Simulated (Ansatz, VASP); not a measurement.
GaAs in VASP and in Ansatz

```
Ga As
1.0
     0.00000    2.83249    2.83249
     2.83249    0.00000    2.83249
     2.83249    2.83249    0.00000
Ga As
1 1
Direct
  0.00000 0.00000 0.00000
  0.75000 0.75000 0.75000
```

Alike in both runs: task single point; functional PBE; k mesh 4 × 4 × 4; no spin polarisation.

|  | VASP | Ansatz |
| --- | --- | --- |
| version | VASP 6.6.1 | Ansatz 0.2.0 |
| potentials or method | VASP PAW PBE potentials, release 64 (Ga_d, As), cutoff 500 eV | plane-wave PAW DFT |
| occupations | gaussian, width 0.01 eV | fixed |
| valence electrons in the cell | 18 | 28 |

|  | VASP | Ansatz | Ansatz less VASP |
| --- | --- | --- | --- |
| gap on the k mesh at the Fermi level (eV) | 0.46 | 0.46 | -0.002 |

VASP's potentials hold 18 valence electrons a cell and Ansatz's 28, so a difference there can come from the potentials and not from the codes.

The k mesh is coarse, so the values compare programs but aren't converged.
